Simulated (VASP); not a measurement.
Input of a VASP 6.6.1 run:

File INCAR:

```
SYSTEM = SiC
ALGO = Normal ; EDIFF = 1E-6
ENCUT = 520 ; ISIF = 2
ISMEAR = 0 ; LASPH = .TRUE.
LCHARG = .TRUE. ; LELF = .TRUE.
LREAL = .FALSE. ; LVHAR = .TRUE.
LWAVE = .FALSE. ; NBANDS = 11
NELM = 100 ; PREC = Accurate
SIGMA = 0.01
```

File KPOINTS:

```
k-points
0
G
  10 10 10
  0 0 0
```

File POSCAR:

```
SiC
1.0
    2.1861302415      2.1861302415      0.0000000000
   -2.1861302415      2.1861302415      0.0000000000
    0.0000000000      2.1861302415      2.1490060210
Si C
1 1
Direct
    0.0000000000      0.0000000000      0.0000000000
    0.7500000000      0.2500000000      0.5000000000
```

Potentials or basis: VASP PAW LDA potentials, release 64 (Si, C).

The run is started by

```bash
$ cat potpaw_LDA.64/Si/POTCAR potpaw_LDA.64/C/POTCAR > POTCAR
$ mpirun -np 1 vasp_std > vasp.out
```

(1) What does it give for the band gap on the k mesh?

(2) Predict the pressure.

Results:

(1) 1.12 eV, indirect (least direct gap 4.48 eV).

(2) -2.5 GPa.

Caveat: the cell differs from its parent crystal (in-plane strain +0.01, then relaxed in part).
